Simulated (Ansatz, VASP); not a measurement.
One calculation of Ga2SnTe2, two programs

The input INCAR:

```
PREC = Accurate
ENCUT = 520
EDIFF = 1E-7
ISMEAR = 0
SIGMA = 0.1
LREAL = False
LASPH = True
NELM = 100
ALGO = Normal
ISIF = 2
LWAVE = False
LCHARG = False
GGA = PE
NBANDS = 34
```

KPOINTS

```
Automatic mesh
0
Gamma
  6 6 2
```

File POSCAR:

```
Ga2SnTe2
1.0
    4.6126557100      0.0000000000      0.0000000000
   -2.3063278600      3.9946770200      0.0000000000
    0.0000000000      0.0000000000      7.6910519000
Ga Sn Te
2 1 2
Direct
    0.0000000000      0.0000000000      0.7037722200
    0.0000000000      0.0000000000      0.2962277800
    0.0000000000      0.0000000000      0.0000000000
    0.3333333300      0.6666666700      0.0000000000
    0.6666666700      0.3333333300      0.0000000000
```

Input for Ansatz:

```yaml
crystal:
  lattice:
    - [4.61265571, 0.0, 0.0]
    - [-2.30632786, 3.99467702, 0.0]
    - [0.0, 0.0, 7.6910519]
  atoms:
    - { symbol: Ga, position: [0.0, 0.0, 0.70377222] }
    - { symbol: Ga, position: [0.0, 0.0, 0.29622778] }
    - { symbol: Sn, position: [0.0, 0.0, 0.0] }
    - { symbol: Te, position: [0.33333333, 0.66666667, 0.0] }
    - { symbol: Te, position: [0.66666667, 0.33333333, 0.0] }
basis:
  ecutwfc: 420
kpoints:
  mp_grid: { grid: [6, 6, 2] }
hamiltonian:
  xc: pbe
scf:
  occupations: { method: gaussian, width: 0.1 }
  lower_state_search: "off"
output:
  forces: true
  stress: true
  eigenvalues: true
```

Alike in both runs: task single point; functional PBE; k mesh 6 × 6 × 2; occupations gaussian, width 0.1 eV; no spin polarisation.

```csv
,VASP,Ansatz
version,VASP 6.6.1,Ansatz 0.2.0
potentials or method,"VASP PAW PBE potentials, release 64 (Ga_d, Sn_d, Te), cutoff 520 eV","scalar-relativistic, plane waves, PAW"
valence electrons in the cell,52,72
```

VASP gave:

| Quantity | Value |
| --- | --- |
| gap on the k mesh at the Fermi level (eV) | none |
| rms of the force components (eV/Å) | 2.100 |

Task: What did Ansatz give for the same quantities?

Result: gap on the k mesh at the Fermi level (eV): none; rms of the force components (eV/Å): 2.088.

Atom by atom the forces differ by 0.012 eV/Å (rms over components). A gap of «none» marks a metal or a gap that the smearing closes. VASP's potentials hold 52 valence electrons a cell and Ansatz's 72, so a difference there can come from the potentials and not from the codes.

The k mesh is coarse, so the values compare programs but aren't converged. Neither program's run includes spin-orbit coupling.
